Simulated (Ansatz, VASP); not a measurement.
**Two plane-wave programs on TePt3**

```
Te Pt
1.0
     4.24961    0.00000    0.00000
     0.00000    4.24961    0.00000
     0.00000    0.00000    4.24961
Te Pt
1 3
Direct
  0.00000 0.00000 0.00000
  0.00000 0.50000 0.50000
  0.50000 0.00000 0.50000
  0.50000 0.50000 0.00000
```

Alike in both runs: task relaxation of cell and atoms; functional PBE; k mesh 4 × 4 × 4; occupations gaussian, width 0.1 eV; no spin polarisation.

|  | VASP | Ansatz |
| --- | --- | --- |
| version | VASP 6.6.1 | Ansatz 0.2.0 |
| potentials or method | VASP PAW PBE potentials, release 64 (Te, Pt), cutoff 600 eV | scalar-relativistic, plane waves, PAW |
| valence electrons in the cell | 36 | 70 |

Ansatz gave:

| Item | Value |
| --- | --- |
| gap on the k mesh at the Fermi level, each at its own relaxed structure (eV) | none |
| relaxed volume (Å³/atom) | 17.68 |
| relaxed cell length with the largest relative difference (Å) | 4.136 |

Q: Which values does VASP return?

A: gap on the k mesh at the Fermi level, each at its own relaxed structure (eV): none; relaxed volume (Å³/atom): 17.67; relaxed cell length with the largest relative difference (Å): 4.134.

A gap of «none» marks a metal or a gap that the smearing closes. VASP's potentials hold 36 valence electrons a cell and Ansatz's 70, so a difference there can come from the potentials and not from the codes.

The k mesh is coarse, so the values compare programs but aren't converged. Neither program's run includes spin-orbit coupling.
